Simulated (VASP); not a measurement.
# Ga (Im-3m) in VASP: a series of runs

The runs below take Ga through single point, with PBE.

Everything below comes from runs of VASP 6.6.1. Logs are shortened: lines on timing, memory, paths and dates and some standing lists are left out, and cuts for length are marked.

## (1) The cell of the first run

Symmetry: Im-3m, No. 229, cubic system. The conventional cell has a = 3.373 Å, b = 3.373 Å, c = 3.373 Å, α = 90.00°, β = 90.00°, γ = 90.00°. Ga (site symmetry m-3m) has 14 Ga at 2.92 to 3.37 Å within 3.8 Å.

## (2) Single point, PBE

INCAR

```
SYSTEM = Ga
  PREC = Accurate
  ENCUT = 520
  EDIFF = 1E-6
  ISMEAR = 0
  SIGMA = 0.05
  LREAL = .False.
  LASPH = .True.
  NELM = 60
  ALGO = Normal
  ISIF = 2
  LWAVE = .False.
  LCHARG = .False.
  GGA = PE
  NBANDS = 12
```

KPOINTS

```
regular mesh
0
Gamma
  18 18 18
  0 0 0
```

POSCAR

```
Ga
1.0
   -1.6864446225      1.6864446225      1.6864446225
    1.6864446225     -1.6864446225      1.6864446225
    1.6864446225      1.6864446225     -1.6864446225
Ga
1
Direct
    0.0000000000      0.0000000000      0.0000000000
```

Potentials or basis: VASP PAW PBE potentials, release 64 (Ga_d).

On the command line:

```bash
$ cat potpaw_PBE.64/Ga_d/POTCAR > POTCAR
$ mpirun -np 1 vasp_std > vasp.out
```

OUTCAR:

```text
SYSTEM = Ga
   PREC = Accurate
   ENCUT = 520
   EDIFF = 1E-6
   ISMEAR = 0
   LREAL = .False.
   LASPH = .True.
   NELM = 60
   ISIF = 2
   GGA = PE

 ion  position               nearest neighbor table
   1  0.000  0.000  0.000-

  LATTYP: Found a body centered cubic cell.
 ALAT       =     3.3728892450

  Lattice vectors:

 A1 = (  -1.6864446225,   1.6864446225,   1.6864446225)
 A2 = (   1.6864446225,  -1.6864446225,   1.6864446225)
 A3 = (   1.6864446225,   1.6864446225,  -1.6864446225)

Analysis of symmetry for initial positions (statically):
=====================================================================
 Subroutine PRICEL returns:
 Original cell was already a primitive cell.

 Routine SETGRP: Setting up the symmetry group for a
 body centered cubic supercell.

 Subroutine GETGRP returns: Found 48 space group operations
 (whereof 48 operations were pure point group operations)
 out of a pool of 48 trial point group operations.

The static configuration has the point symmetry O_h .

Analysis of symmetry for dynamics (positions and initial velocities):
=====================================================================
 Subroutine PRICEL returns:
 Original cell was already a primitive cell.

 Routine SETGRP: Setting up the symmetry group for a
 body centered cubic supercell.

 Subroutine GETGRP returns: Found 48 space group operations
 (whereof 48 operations were pure point group operations)
 out of a pool of 48 trial point group operations.

The dynamic configuration has the point symmetry O_h .

 Subroutine INISYM returns: Found 48 space group operations
 (whereof 48 operations are pure point group operations),
 and found     1 'primitive' translations

----------------------------------------------------------------------------------------

                                     Primitive cell

  volume of cell :      19.1856

  direct lattice vectors                    reciprocal lattice vectors
    -1.686444623  1.686444623  1.686444623     0.000000000  0.296481719  0.296481719
     1.686444623 -1.686444623  1.686444623     0.296481719  0.000000000  0.296481719
     1.686444623  1.686444623 -1.686444623     0.296481719  0.296481719  0.000000000

  length of vectors
     2.921007770  2.921007770  2.921007770     0.419288467  0.419288467  0.419288467

  position of ions in fractional coordinates (direct lattice)
     0.000000000  0.000000000  0.000000000

  ion indices of the primitive-cell ions
   primitive index   ion index
                 1           1

----------------------------------------------------------------------------------------

 KPOINTS: regular mesh

Automatic generation of k-mesh.
 Grid dimensions read from file:
 generate k-points for:   18   18   18

 Generating k-lattice:

  Cartesian coordinates                     Fractional coordinates (reciprocal lattice)
     0.000000000  0.016471207  0.016471207     0.055555556  0.000000000  0.000000000
     0.016471207  0.000000000  0.016471207     0.000000000  0.055555556  0.000000000
     0.016471207  0.016471207  0.000000000     0.000000000  0.000000000  0.055555556

  Length of vectors
     0.023293804  0.023293804  0.023293804

  Shift w.r.t. Gamma in fractional coordinates (k-lattice)
     0.000000000  0.000000000  0.000000000

 Subroutine IBZKPT returns following result:
 ===========================================

 Found    195 irreducible k-points:

 Following reciprocal coordinates:
            Coordinates               Weight
  0.000000  0.000000  0.000000      1.000000
  0.055556  0.000000  0.000000     12.000000
  0.111111  0.000000  0.000000     12.000000
  0.166667  0.000000  0.000000     12.000000
  0.222222  0.000000  0.000000     12.000000
  0.277778  0.000000  0.000000     12.000000
[... 16 lines left out ...]
  0.333333  0.111111  0.000000     48.000000
  0.388889  0.111111  0.000000     48.000000
 [... further k-points ...]
   k-points           NKPTS =    195   k-points in BZ     NKDIM =    195   number of bands    NBANDS=     12
   number of dos      NEDOS =    301   number of ions     NIONS =      1
   total plane-waves  NPLWV =  13824
   dimension x,y,z NGX =    24 NGY =   24 NGZ =   24
   dimension x,y,z NGXF=    48 NGYF=   48 NGZF=   48
   ions per type =               1
   NGX,Y,Z   is equivalent  to a cutoff of  13.66, 13.66, 13.66 a.u.
   NGXF,Y,Z  is equivalent  to a cutoff of  27.32, 27.32, 27.32 a.u.
 SYSTEM =  Ga
   PREC   = accura    normal or accurate (medium, high low for compatibility)
   ISTART =      0    job   : 0-new  1-cont  2-samecut
   ICHARG =      2    charge: 1-file 2-atom 10-const
   ISPIN  =      1    spin polarized calculation?
   LNONCOLLINEAR =      F non collinear calculations
   LSORBIT =      F    spin-orbit coupling
   LASPH  =      T    aspherical Exc in radial PAW
   ENCUT  =  520.0 eV  38.22 Ry    6.18 a.u.   5.43  5.43  5.43*2*pi/ulx,y,z
   NELM   =     60;   NELMIN=  2; NELMDL= -5     # of ELM steps
   EDIFF  = 0.1E-05   stopping-criterion for ELM
   LREAL  =      F    real-space projection
   EDIFFG = 0.1E-04   stopping-criterion for IOM
   NSW    =      0    number of steps for IOM
   IBRION =     -1    ionic relax: 0-MD 1-quasi-New 2-CG
   NFREE  =      0    steps in history (QN), initial steepest desc. (CG)
   ISIF   =      2    stress and relaxation
   ISYM   =      2    0-nonsym 1-usesym 2-fastsym
   POTIM  = 0.5000    time-step for ionic-motion
   TEBEG  =    0.0;   TEEND  =   0.0 temperature during run
   PSTRESS=    0.0 pullay stress
   NELECT =      13.0000    total number of electrons
   NUPDOWN=      -1.0000    fix difference up-down
   EMIN   =  10.00;   EMAX   =-10.00  energy-range for DOS
   EFERMI =   0.00;   METHOD = LEGACY
   ISMEAR =     0;   SIGMA  =   0.05  broadening in eV -4-tet -1-fermi 0-gaus
   EFERMI_NEDOS =   21; number of points for ismear=-14 and -15
   IALGO  =     38    algorithm
   IMIX   =      4    mixing-type and parameters
     AMIX     =   0.40;   BMIX     =  1.00
     AMIX_MAG =   1.60;   BMIX_MAG =  1.00
  volume/ion in A,a.u.               =      19.19       129.47
  Fermi-wavevector in a.u.,A,eV,Ry     =   1.437906  2.717249 28.131052  2.067574
  Thomas-Fermi vector in A             =   2.556932
   LORBIT       =      0    0 simple, 1 ext, 2 COOP (PROOUT), +10 PAW based schemes
   GGA     = PE    functional components
   LHFCALC =     F    Hartree Fock is set to
   AEXX    =    0.0000 exact exchange contribution
   IVDW    =     0    specifies the selected vdW correction
   LEPSILON=     F    determine dielectric tensor
   LRPA    =     F    only Hartree local field effects (RPA)
 non-spin polarized calculation
 Gauss-broadening in eV      SIGMA  =   0.05
  energy-cutoff  :      520.00
  volume of cell :       19.19
 maximum number of plane-waves:       533
 NGX is ok and might be reduce to    24
   NGX = 11   NGY = 11   NGZ = 11

 number of electron      12.9999990 magnetization

 Free energy of the ion-electron system (eV)
  ---------------------------------------------------
  ext. energy  EPLUGINS =         0.00000000
  ---------------------------------------------------
  free energy    TOTEN  =        -2.87311387 eV

  energy without entropy =       -2.87235809  energy(sigma->0) =       -2.87273598

 E-fermi :   5.4441     XC(G=0): -10.9383

 val. band max:        5.4202480337   @ k =   0.2778   0.2778   0.0556
 cond. band min:       5.4470476925   @ k =  -0.3889   0.4444   0.2222
 fundamental gap:      0.0267996588
 Fermi energy:         5.4441074496

 k-point     1 :       0.0000    0.0000    0.0000
  band No.  band energies     occupation
      1      -9.5121      2.00000
      2      -9.5121      2.00000
      3      -9.5121      2.00000
      4      -9.3324      2.00000
      5      -9.3324      2.00000
      6      -5.5084      2.00000
      7      17.7713      0.00000
      8      17.7713      0.00000
      9      17.7713      0.00000
     10      22.4107      0.00000
     11      22.4107      0.00000
     12      22.4107      0.00000

 k-point     2 :       0.0556    0.0000    0.0000
  band No.  band energies     occupation
      1      -9.5146      2.00000
      2      -9.5103      2.00000
      3      -9.5037      2.00000
      4      -9.3349      2.00000
      5      -9.3324      2.00000
      6      -5.4256      2.00000
      7      16.9850      0.00000
      8      17.3589      0.00000
      9      17.6369      0.00000
     10      21.2648      0.00000
     11      21.3943      0.00000
     12      22.4910      0.00000

 k-point     3 :       0.1111    0.0000    0.0000
  band No.  band energies     occupation
      1      -9.5215      2.00000
      2      -9.5060      2.00000
      3      -9.4792      2.00000
      4      -9.3416      2.00000
      5      -9.3325      2.00000
      6      -5.1762      2.00000
      7      15.1421      0.00000
      8      16.4715      0.00000
      9      17.2516      0.00000
     10      20.1434      0.00000
     11      20.2999      0.00000
     12      22.1450      0.00000
[... 286 lines left out ...]
 k-point    23 :       0.3333    0.1111    0.0000
  band No.  band energies     occupation
      1      -9.5731      2.00000
      2      -9.5320      2.00000
      3      -9.3523      2.00000
      4      -9.3385      2.00000
      5      -9.2684      2.00000
      6      -1.1420      2.00000
      7       4.9312      2.00000
      8      10.6973      0.00000
      9      13.5639      0.00000
     10      17.9394      0.00000
     11      20.2120      0.00000
     12      23.4920      0.00000

 k-point    24 :       0.3889    0.1111    0.0000
  band No.  band energies     occupation
      1      -9.5795      2.00000
      2      -9.5415      2.00000
      3      -9.3463      2.00000
      4      -9.3394      2.00000
      5      -9.2468      2.00000
      6       0.0915      2.00000
      7       3.2314      2.00000
      8      10.4298      0.00000
      9      13.3310      0.00000
     10      17.7403      0.00000
     11      20.0801      0.00000
     12      24.5123      0.00000

 [... further k-points ...]
[... 5 lines left out ...]
  --------------------------------------------------------------------------------------
  -------------------------------------------------------------------------------------
  Total        0.0079013      0.0079013      0.0079013      0.0000000     -0.0000000     -0.0000000
  in kB        0.6598272      0.6598272      0.6598272      0.0000000     -0.0000000     -0.0000000
  external PRESSURE =       0.6598272 kB  Pullay stress =       0.0000000 kB

 VOLUME and BASIS-vectors are now :
 -----------------------------------------------------------------------------
  energy-cutoff  :      520.00
  volume of cell :       19.19
      direct lattice vectors                 reciprocal lattice vectors
    -1.686444623  1.686444623  1.686444623     0.000000000  0.296481719  0.296481719
     1.686444623 -1.686444623  1.686444623     0.296481719  0.000000000  0.296481719
     1.686444623  1.686444623 -1.686444623     0.296481719  0.296481719  0.000000000

 POSITION                                       TOTAL-FORCE (eV/Angst)
 -----------------------------------------------------------------------------------
      0.00000      0.00000      0.00000        -0.000000      0.000000     -0.000000
 -----------------------------------------------------------------------------------
    total drift:                                0.000000      0.000000     -0.000000

  FREE ENERGIE OF THE ION-ELECTRON SYSTEM (eV)
  ---------------------------------------------------
  free  energy   TOTEN  =        -2.8731138687 eV

  energy  without entropy=       -2.8723580928  energy(sigma->0) =       -2.87273598
```

Run time: 12 s. Hardware: 1 thread of Intel Xeon 6975P-C (Granite Rapids), shared host; peak memory 0.16 GiB.

What came out:

| Quantity | Value |
| --- | --- |
| Free energy | -2.8731 eV |
| Pressure | 0.1 GPa |

Levels at points of the mesh, in eV from the Fermi level:
```
           k point  band 4  band 5  band 6  band 7  band 8  band 9
(0.00, 0.00, 0.00)  -14.78  -14.78  -10.95   12.33   12.33   12.33
(0.50, 0.00, 0.00)  -14.78  -14.66   -4.52   -3.69    6.89    8.91
(0.50, 0.50, 0.50)  -14.69  -14.69    1.28    1.57    1.57    1.57
```

## (3) Single point, PBE

This run uses another cell than the first one, of 19.59 Å³/atom, 1.021 times its volume.

INCAR

```
PREC = Accurate ; ENCUT = 520
EDIFF = 1E-6 ; ISMEAR = 0
SIGMA = 0.05 ; LREAL = F
LASPH = T ; NELM = 60
ALGO = Normal ; ISIF = 2
LWAVE = F ; LCHARG = F
GGA = PE ; NBANDS = 12
```

KPOINTS

```
Automatic mesh
0
Gamma
  18 18 18
```

POSCAR

```
Ga
1.0
   -1.6983540875      1.6983540875      1.6983540875
    1.6983540875     -1.6983540875      1.6983540875
    1.6983540875      1.6983540875     -1.6983540875
Ga
1
Direct
    0.0000000000      0.0000000000      0.0000000000
```

Potentials or basis: VASP PAW PBE potentials, release 64 (Ga_d).

On the command line:

```bash
$ cat potpaw_PBE.64/Ga_d/POTCAR > POTCAR
$ mpirun -np 1 vasp_std > vasp.out
```

Run time: 11 s. Hardware: 1 thread of Intel Xeon 6975P-C (Granite Rapids), shared host; peak memory 0.17 GiB.

The run converged. Its results:

```
Free energy : -2.8721 eV
Pressure    : -0.9 GPa
```

Levels at points of the mesh, in eV from the Fermi level:
| k point | band 4 | band 5 | band 6 | band 7 | band 8 | band 9 |
| --- | --- | --- | --- | --- | --- | --- |
| (0.00, 0.00, 0.00) | -14.78 | -14.78 | -10.80 | 12.07 | 12.07 | 12.07 |
| (0.50, 0.00, 0.00) | -14.77 | -14.67 | -4.52 | -3.60 | 6.76 | 8.78 |
| (0.50, 0.50, 0.50) | -14.69 | -14.69 | 1.10 | 1.56 | 1.56 | 1.56 |

## (4) Single point, PBE

This run uses another cell than the first one, of 19.47 Å³/atom, 1.015 times its volume.

INCAR

```
SYSTEM = Ga
ALGO     = Normal         ! electronic algorithm
EDIFF    = 1E-7           ! SCF threshold, eV
ENCUT    = 520            ! plane-wave cutoff, eV
GGA      = PE             ! functional
ISIF     = 2              ! what is computed and relaxed
ISMEAR   = 0              ! smearing method
LASPH    = .True.         ! aspherical terms in the spheres
LCHARG   = .False.        ! write CHGCAR
LREAL    = .False.        ! projectors in reciprocal space
LWAVE    = .False.        ! write WAVECAR
NBANDS   = 12             ! bands
NELM     = 60             ! most SCF steps
PREC     = Accurate       ! precision mode
SIGMA    = 0.05           ! smearing width, eV
```

KPOINTS

```
k-points
0
Gamma
  18 18 18
  0 0 0
```

POSCAR

```
Ga
1.0
   -1.6947700917      1.6947700917      1.6947700917
    1.6947700917     -1.6947700917      1.6947700917
    1.6947700917      1.6947700917     -1.6947700917
Ga
1
Direct
    0.0000000000      0.0000000000      0.0000000000
```

On the command line:

```bash
$ cat potpaw_PBE.64/Ga_d/POTCAR > POTCAR
$ mpirun -np 1 vasp_std > vasp.out
```

Run time: 13 s. Hardware: 1 thread of Intel Xeon 6975P-C (Granite Rapids), shared host; peak memory 0.16 GiB.

The run converged. Its results:

- Free energy: -2.8727 eV
- Pressure: -0.6 GPa

Levels at points of the mesh, in eV from the Fermi level:
```csv
k point,band 4,band 5,band 6,band 7,band 8,band 9
"(0.00, 0.00, 0.00)",-14.78,-14.78,-10.85,12.15,12.15,12.15
"(0.50, 0.00, 0.00)",-14.77,-14.67,-4.52,-3.63,6.80,8.82
"(0.50, 0.50, 0.50)",-14.69,-14.69,1.15,1.57,1.57,1.57
```

## (5) Overview

| cell | gap on the mesh (eV) | pressure (GPa) |
| --- | --- | --- |
| a = 2.921 Å, angles 109.5°, 1 atom | none | 0.1 |
| a = 2.942 Å, angles 109.5°, 1 atom | none | -0.9 |
| a = 2.935 Å, angles 109.5°, 1 atom | none | -0.6 |

Alike in all rows: task single point; level PBE; potentials or basis VASP PAW PBE potentials, release 64 (Ga_d); no spin polarisation; k mesh 18 × 18 × 18; cutoff (eV) 520; smearing gaussian 0.05 eV.

Total energies depend on the potentials used, so only differences within one code and one set of settings carry meaning.
